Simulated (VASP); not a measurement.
# MnSi4 (Im-3m) in VASP: further runs

Runs on MnSi4. Level: PBE. Tasks: relaxation of cell and atoms, single point.

Program: VASP 6.6.1. These are calculated values, not measurements. Logs are shortened: lines on timing, memory, paths and dates and some standing lists are left out, and cuts for length are marked.

## 1. The cell of the first run

The structure is cubic, space group Im-3m (No. 229). Conventional cell: a = 5.362 Å, b = 5.362 Å, c = 5.362 Å, α = 90.00°, β = 90.00°, γ = 90.00°. Mn (site symmetry m-3m) has 8 Si at 2.32 Å within 3.1 Å. Within 3.1 Å of Si (site symmetry -3m) lie 2 Mn at 2.32 Å and 6 Si at 2.68 Å.

## 2. Relaxation of cell and atoms, PBE, collinear spin, ferromagnetic start

Input file INCAR:

```
  PREC = Accurate
  ENCUT = 600
  EDIFF = 1E-6
  ISMEAR = 0
  SIGMA = 0.1
  LREAL = F
  LASPH = T
  NELM = 150
  ALGO = Normal
  ISIF = 3
  LWAVE = F
  LCHARG = F
  ISPIN = 2
  MAGMOM = 4 0 0 0 0
  LORBIT = 11
  LMAXMIX = 4
  GGA = PE
  IBRION = 2
  NSW = 90
  EDIFFG = -0.04
```

Input file KPOINTS:

```
regular mesh
0
Gamma
  4 4 4
```

Input file POSCAR:

```
MnSi4
1.0
   -2.6809158400      2.6809158400      2.6809158400
    2.6809158400     -2.6809158400      2.6809158400
    2.6809158400      2.6809158400     -2.6809158400
Mn Si
1 4
Direct
    0.0000000000      0.0000000000      0.0000000000
    0.5000000000      0.5000000000      0.5000000000
    0.0000000000      0.0000000000      0.5000000000
    0.0000000000      0.5000000000      0.0000000000
    0.5000000000      0.0000000000      0.0000000000
```

Potentials or basis: VASP PAW PBE potentials, release 64 (Mn_pv, Si).

Command:

```bash
cat potpaw_PBE.64/Mn_pv/POTCAR potpaw_PBE.64/Si/POTCAR > POTCAR
mpirun -np 1 vasp_std > vasp.out
```

OUTCAR:

```text
PREC = Accurate
   ENCUT = 600
   EDIFF = 1E-6
   ISMEAR = 0
   LREAL = F
   LASPH = T
   NELM = 150
   ISIF = 3
   ISPIN = 2
   LORBIT = 11
   GGA = PE
   IBRION = 2
   NSW = 90
   EDIFFG = -0.04

 ion  position               nearest neighbor table
   1  0.000  0.000  0.000-   2 2.32   3 2.32   4 2.32   5 2.32   3 2.32   4 2.32   5 2.32   2 2.32

   2  0.500  0.500  0.500-   1 2.32   1 2.32   4 2.68   5 2.68   5 2.68   4 2.68   3 2.68   3 2.68

   3  0.000  0.000  0.500-   1 2.32   1 2.32   4 2.68   5 2.68   2 2.68   4 2.68   5 2.68   2 2.68

   4  0.000  0.500  0.000-   1 2.32   1 2.32   3 2.68   5 2.68   2 2.68   3 2.68   2 2.68   5 2.68

   5  0.500  0.000  0.000-   1 2.32   1 2.32   3 2.68   4 2.68   2 2.68   2 2.68   3 2.68   4 2.68

  LATTYP: Found a body centered cubic cell.
 ALAT       =     5.3618316800

  Lattice vectors:

 A1 = (  -2.6809158400,   2.6809158400,   2.6809158400)
 A2 = (   2.6809158400,  -2.6809158400,   2.6809158400)
 A3 = (   2.6809158400,   2.6809158400,  -2.6809158400)

Analysis of symmetry for initial positions (statically):
=====================================================================
 Subroutine PRICEL returns:
 Original cell was already a primitive cell.

 Routine SETGRP: Setting up the symmetry group for a
 body centered cubic supercell.

 Subroutine GETGRP returns: Found 48 space group operations
 (whereof 48 operations were pure point group operations)
 out of a pool of 48 trial point group operations.

The static configuration has the point symmetry O_h .

Analysis of symmetry for dynamics (positions and initial velocities):
=====================================================================
 Subroutine PRICEL returns:
 Original cell was already a primitive cell.

 Routine SETGRP: Setting up the symmetry group for a
 body centered cubic supercell.

 Subroutine GETGRP returns: Found 48 space group operations
 (whereof 48 operations were pure point group operations)
 out of a pool of 48 trial point group operations.

The dynamic configuration has the point symmetry O_h .

Analysis of structural, dynamic, and magnetic symmetry:
=====================================================================
 Subroutine PRICEL returns:
 Original cell was already a primitive cell.

 Routine SETGRP: Setting up the symmetry group for a
 body centered cubic supercell.

 Subroutine GETGRP returns: Found 48 space group operations
 (whereof 48 operations were pure point group operations)
 out of a pool of 48 trial point group operations.

The overall configuration has the point symmetry O_h .

 Subroutine INISYM returns: Found 48 space group operations
 (whereof 48 operations are pure point group operations),
 and found     1 'primitive' translations

----------------------------------------------------------------------------------------

                                     Primitive cell

  volume of cell :      77.0743

  direct lattice vectors                    reciprocal lattice vectors
    -2.680915840  2.680915840  2.680915840     0.000000000  0.186503430  0.186503430
     2.680915840 -2.680915840  2.680915840     0.186503430  0.000000000  0.186503430
     2.680915840  2.680915840 -2.680915840     0.186503430  0.186503430  0.000000000

  length of vectors
     4.643482446  4.643482446  4.643482446     0.263755680  0.263755680  0.263755680

  position of ions in fractional coordinates (direct lattice)
     0.000000000  0.000000000  0.000000000
     0.500000000  0.500000000  0.500000000
     0.000000000  0.000000000  0.500000000
     0.000000000  0.500000000  0.000000000
     0.500000000  0.000000000  0.000000000

  ion indices of the primitive-cell ions
   primitive index   ion index
                 1           1
                 2           2
                 3           3
                 4           4
                 5           5

----------------------------------------------------------------------------------------

 KPOINTS: regular mesh

Automatic generation of k-mesh.
 Grid dimensions read from file:
 generate k-points for:    4    4    4

 Generating k-lattice:

  Cartesian coordinates                     Fractional coordinates (reciprocal lattice)
     0.000000000  0.046625858  0.046625858     0.250000000  0.000000000  0.000000000
     0.046625858  0.000000000  0.046625858     0.000000000  0.250000000  0.000000000
     0.046625858  0.046625858  0.000000000     0.000000000  0.000000000  0.250000000

  Length of vectors
     0.065938920  0.065938920  0.065938920

  Shift w.r.t. Gamma in fractional coordinates (k-lattice)
     0.000000000  0.000000000  0.000000000

 Subroutine IBZKPT returns following result:
 ===========================================

 Found      8 irreducible k-points:

 Following reciprocal coordinates:
            Coordinates               Weight
  0.000000  0.000000  0.000000      1.000000
  0.250000  0.000000  0.000000     12.000000
  0.500000  0.000000  0.000000      6.000000
  0.250000  0.250000  0.000000     24.000000
  0.250000  0.250000  0.250000      2.000000
 -0.250000  0.250000  0.250000      6.000000
  0.500000  0.500000  0.250000     12.000000
  0.500000  0.500000  0.500000      1.000000
   k-points           NKPTS =      8   k-points in BZ     NKDIM =      8   number of bands    NBANDS=     20
   number of dos      NEDOS =    301   number of ions     NIONS =      5
   total plane-waves  NPLWV =  64000
   dimension x,y,z NGX =    40 NGY =   40 NGZ =   40
   dimension x,y,z NGXF=    80 NGYF=   80 NGZF=   80
   ions per type =               1   4
   NGX,Y,Z   is equivalent  to a cutoff of  14.32, 14.32, 14.32 a.u.
   NGXF,Y,Z  is equivalent  to a cutoff of  28.64, 28.64, 28.64 a.u.
 SYSTEM =  unknown system
   PREC   = accura    normal or accurate (medium, high low for compatibility)
   ISTART =      0    job   : 0-new  1-cont  2-samecut
   ICHARG =      2    charge: 1-file 2-atom 10-const
   ISPIN  =      2    spin polarized calculation?
   LNONCOLLINEAR =      F non collinear calculations
   LSORBIT =      F    spin-orbit coupling
   LASPH  =      T    aspherical Exc in radial PAW
   ENCUT  =  600.0 eV  44.10 Ry    6.64 a.u.   9.27  9.27  9.27*2*pi/ulx,y,z
   NELM   =    150;   NELMIN=  2; NELMDL= -5     # of ELM steps
   EDIFF  = 0.1E-05   stopping-criterion for ELM
   LREAL  =      F    real-space projection
   EDIFFG = -.4E-01   stopping-criterion for IOM
   NSW    =     90    number of steps for IOM
   IBRION =      2    ionic relax: 0-MD 1-quasi-New 2-CG
   NFREE  =      1    steps in history (QN), initial steepest desc. (CG)
   ISIF   =      3    stress and relaxation
   ISYM   =      2    0-nonsym 1-usesym 2-fastsym
   POTIM  = 0.5000    time-step for ionic-motion
   TEBEG  =    0.0;   TEEND  =   0.0 temperature during run
   PSTRESS=    0.0 pullay stress
   NELECT =      29.0000    total number of electrons
   NUPDOWN=      -1.0000    fix difference up-down
   EMIN   =  10.00;   EMAX   =-10.00  energy-range for DOS
   EFERMI =   0.00;   METHOD = LEGACY
   ISMEAR =     0;   SIGMA  =   0.10  broadening in eV -4-tet -1-fermi 0-gaus
   EFERMI_NEDOS =   21; number of points for ismear=-14 and -15
   IALGO  =     38    algorithm
   IMIX   =      4    mixing-type and parameters
     AMIX     =   0.40;   BMIX     =  1.00
     AMIX_MAG =   1.60;   BMIX_MAG =  1.00
  volume/ion in A,a.u.               =      15.41       104.02
  Fermi-wavevector in a.u.,A,eV,Ry     =   1.181873  2.233417 19.004957  1.396825
  Thomas-Fermi vector in A             =   2.318139
   LORBIT       =     11    0 simple, 1 ext, 2 COOP (PROOUT), +10 PAW based schemes
   GGA     = PE    functional components
   LHFCALC =     F    Hartree Fock is set to
   AEXX    =    0.0000 exact exchange contribution
   IVDW    =     0    specifies the selected vdW correction
   LEPSILON=     F    determine dielectric tensor
   LRPA    =     F    only Hartree local field effects (RPA)
 conjugate gradient relaxation of ions
 spin polarized calculation
 Gauss-broadening in eV      SIGMA  =   0.10
  energy-cutoff  :      600.00
  volume of cell :       77.07
 maximum number of plane-waves:      2608
 NGX is ok and might be reduce to    40
   NGX = 19   NGY = 19   NGZ = 19

--------------------------------------- Ionic step        1  -------------------------------------------

 number of electron      29.0000011 magnetization       1.5272797

 Free energy of the ion-electron system (eV)
  ---------------------------------------------------
  ext. energy  EPLUGINS =         0.00000000
  ---------------------------------------------------
  free energy    TOTEN  =       -30.08847744 eV

  energy without entropy =      -30.06629545  energy(sigma->0) =      -30.07738645

------------------------ aborting loop because EDIFF is reached ----------------------------------------

  FORCE on cell =-STRESS in cart. coord.  units (eV):
  Direction    XX          YY          ZZ          XY          YZ          ZX
  --------------------------------------------------------------------------------------
  -------------------------------------------------------------------------------------
  Total       -1.6937411     -1.6937411     -1.6937411     -0.0000000     -0.0000000      0.0000000
  in kB      -35.2085441    -35.2085441    -35.2085441     -0.0000000     -0.0000000      0.0000000
  external PRESSURE =     -35.2085441 kB  Pullay stress =       0.0000000 kB
[... 63 lines left out ...]
  energy  without entropy=      -30.0876850490  energy(sigma->0) =      -30.10060502

--------------------------------------- Ionic step        3  -------------------------------------------

 number of electron      29.0000003 magnetization       1.1659386

 Free energy of the ion-electron system (eV)
  ---------------------------------------------------
  ext. energy  EPLUGINS =         0.00000000
  ---------------------------------------------------
  free energy    TOTEN  =       -30.12021300 eV

  energy without entropy =      -30.09458711  energy(sigma->0) =      -30.10740006

 E-fermi :   9.0365     XC(G=0): -11.0711

 val. band max:        8.9986905120   @ k =   0.2500   0.2500   0.0000
 cond. band min:       9.0516777507   @ k =  -0.2500   0.2500   0.2500
 fundamental gap:      0.0529872387
 Fermi energy:         9.0364998565

 spin component 1

 k-point     1 :       0.0000    0.0000    0.0000
  band No.  band energies     occupation
      1     -39.6111      1.00000
      2     -39.6111      1.00000
      3     -39.6111      1.00000
      4      -4.1256      1.00000
      5       2.8567      1.00000
      6       2.8567      1.00000
[... 12 lines left out ...]
     19      10.2741      0.00000
[... 144 lines left out ...]
      3     -39.6126      1.00000
      4      -0.0278      1.00000
      5      -0.0278      1.00000
      6      -0.0278      1.00000
[... 12 lines left out ...]
     19      13.2060      0.00000
     20      13.2060      0.00000
 Fermi energy:         9.0364998565

 spin component 2

 k-point     1 :       0.0000    0.0000    0.0000
  band No.  band energies     occupation
      1     -38.5046      1.00000
      2     -38.5046      1.00000
      3     -38.5046      1.00000
      4      -4.0742      1.00000
      5       3.0223      1.00000
      6       3.0223      1.00000
[... 12 lines left out ...]
     19      10.5150      0.00000
[... 192 lines left out ...]
  FREE ENERGIE OF THE ION-ELECTRON SYSTEM (eV)
  ---------------------------------------------------
  free  energy   TOTEN  =       -30.1202129979 eV

  energy  without entropy=      -30.0945871130  energy(sigma->0) =      -30.10740006

 reached required accuracy - stopping structural energy minimisation

 total charge

# of ion       s       p       d       tot
------------------------------------------
    1        0.374   6.452   5.507  12.333
    2        0.750   0.849   0.000   1.599
    3        0.750   0.849   0.000   1.599
    4        0.750   0.849   0.000   1.599
    5        0.750   0.849   0.000   1.599
--------------------------------------------------
tot          3.372   9.850   5.507  18.729

 magnetization (x)

# of ion       s       p       d       tot
------------------------------------------
    1        0.008   0.010   1.028   1.046
    2        0.002  -0.002   0.000  -0.000
    3        0.002  -0.002   0.000  -0.000
    4        0.002  -0.002   0.000  -0.000
    5        0.002  -0.002   0.000  -0.000
--------------------------------------------------
tot          0.015   0.003   1.028   1.046
```

Run time: 2.1 min. Hardware: 1 thread of AMD EPYC 7R43 (Zen 3), shared host; peak memory 0.26 GiB.

What came out:

| Item | Value |
| --- | --- |
| Free energy | -30.1202 eV |
| Relaxed volume | 14.89 Å³/atom |
| Relaxed cell | a = 4.590 Å, b = 4.590 Å, c = 4.590 Å, α = 109.47°, β = 109.47°, γ = 109.47° |
| Space group after relaxing (to 0.05 Å) | Im-3m (No. 229) |
| Energy gained by relaxing | 6.3 meV/atom |
| Ionic steps | 3 |
| Pressure after relaxing | 0.0 GPa |
| Net moment | 1.17 μB per cell |
| Site moments | Mn +1.05; Si -0.00 μB |
| Valence electrons inside the program's atomic spheres | Mn 12.33; Si 1.60 |

The path:
```
step  energy change (eV)  largest force (eV/Å)  pressure (GPa)  volume (Å³)
   1              0.0000                0.0000           -3.52        77.07
   2             -0.0250                0.0000            2.04        73.36
   3             -0.0317                0.0000            0.04        74.43
```

Final structure:
```cif
data_structure
_symmetry_space_group_name_H-M 'P 1'
_symmetry_Int_Tables_number 1
_cell_length_a 4.5899
_cell_length_b 4.5899
_cell_length_c 4.5899
_cell_angle_alpha 109.471
_cell_angle_beta 109.471
_cell_angle_gamma 109.471
_cell_volume 74.43
loop_
_atom_site_label
_atom_site_type_symbol
_atom_site_fract_x
_atom_site_fract_y
_atom_site_fract_z
_atom_site_occupancy
Mn1 Mn 0.00000 0.00000 0.00000 1
Si1 Si 0.50000 0.50000 0.50000 1
Si2 Si 0.00000 0.00000 0.50000 1
Si3 Si 0.00000 0.50000 0.00000 1
Si4 Si 0.50000 0.00000 0.00000 1
```

Levels at points of the mesh, in eV from the Fermi level:
Spin up:
| k point | band 13 | band 14 | band 15 | band 16 | band 17 | band 18 |
| --- | --- | --- | --- | --- | --- | --- |
| (0.00, 0.00, 0.00) | -3.19 | -2.65 | -2.65 | 0.59 | 0.59 | 0.59 |
| (0.50, 0.00, 0.00) | -1.27 | -0.54 | -0.52 | 0.37 | 1.07 | 1.97 |
| (0.50, 0.50, 0.50) | -0.62 | -0.62 | 0.90 | 2.17 | 2.17 | 2.17 |
Spin down:
| k point | band 11 | band 12 | band 13 | band 14 | band 15 | band 16 |
| --- | --- | --- | --- | --- | --- | --- |
| (0.00, 0.00, 0.00) | -3.10 | -3.10 | -3.10 | -1.91 | -1.91 | 1.27 |
| (0.50, 0.00, 0.00) | -2.87 | -2.68 | -1.22 | 0.15 | 0.33 | 0.45 |
| (0.50, 0.50, 0.50) | -3.50 | -3.50 | 0.45 | 0.45 | 0.91 | 2.55 |

Caveat: the k points lie up to 0.42 Å⁻¹ apart in the final cell; the moment fell far below its start of 4 μB, so a state of higher moment may lie lower in energy.

## 3. Single point, PBE, collinear spin, ferromagnetic start

This run uses another cell than the first one, of 14.88 Å³/atom, 0.965 times its volume.

Input file INCAR:

```
ALGO     = Normal         # electronic algorithm
EDIFF    = 1E-7           # SCF threshold, eV
ENCUT    = 520            # plane-wave cutoff, eV
GGA      = PE             # functional
ISIF     = 2              # what is computed and relaxed
ISMEAR   = 0              # smearing method
ISPIN    = 2              # spin polarisation
LASPH    = True           # aspherical terms in the spheres
LCHARG   = False          # write CHGCAR
LMAXMIX  = 4              # l up to which the mixer works
LORBIT   = 11             # projections on sites
LREAL    = False          # projectors in reciprocal space
LWAVE    = False          # write WAVECAR
MAGMOM   = 1.1 0 0 0 0    # initial moments
NBANDS   = 26             # bands
NELM     = 150            # most SCF steps
PREC     = Accurate       # precision mode
SIGMA    = 0.1            # smearing width, eV
```

Input file KPOINTS:

```
k-points
0
Gamma
  10 10 10
```

POSCAR: that of step 2 with these lines changed.

```diff
@@ -2,5 +2,5 @@
 1.0
-   -2.6809158400      2.6809158400      2.6809158400
-    2.6809158400     -2.6809158400      2.6809158400
-    2.6809158400      2.6809158400     -2.6809158400
+   -2.6493875205      2.6493875205      2.6493875205
+    2.6493875205     -2.6493875205      2.6493875205
+    2.6493875205      2.6493875205     -2.6493875205
 Mn Si
```

Potentials or basis: VASP PAW PBE potentials, release 64 (Mn_pv, Si).

Command:

```bash
cat potpaw_PBE.64/Mn_pv/POTCAR potpaw_PBE.64/Si/POTCAR > POTCAR
mpirun -np 1 vasp_std > vasp.out
```

It took 4.3 min on 1 thread of AMD EPYC 7R43 (Zen 3), shared host; peak memory 0.29 GiB.

Results (log left out):

```
Free energy                                           : -30.1870 eV
Pressure                                              : -0.1 GPa
Net moment                                            : 1.28 μB per cell
Site moments                                          : Mn +1.14; Si -0.00 μB
Valence electrons inside the program's atomic spheres : Mn 12.34; Si 1.60
```

Levels at points of the mesh, in eV from the Fermi level:
Spin up:
| k point | band 11 | band 12 | band 13 | band 14 | band 15 | band 16 | band 17 | band 18 | band 19 | band 20 |
| --- | --- | --- | --- | --- | --- | --- | --- | --- | --- | --- |
| (0.00, 0.00, 0.00) | -3.33 | -3.33 | -3.33 | -2.79 | -2.79 | 0.48 | 0.48 | 0.48 | 1.10 | 2.28 |
| (0.50, 0.00, 0.00) | -3.51 | -3.35 | -1.41 | -0.66 | -0.65 | 0.24 | 0.93 | 1.84 | 2.50 | 4.24 |
| (0.50, 0.50, 0.50) | -4.02 | -4.02 | -0.77 | -0.77 | 0.78 | 2.05 | 2.05 | 2.05 | 4.03 | 4.03 |
Spin down:
```csv
k point,band 12,band 13,band 14,band 15,band 16,band 17
"(0.00, 0.00, 0.00)",-3.23,-3.23,-1.97,-1.97,1.20,1.20
"(0.50, 0.00, 0.00)",-2.76,-1.35,0.07,0.29,0.32,1.58
"(0.50, 0.50, 0.50)",-3.60,0.43,0.43,0.78,2.45,2.45
```
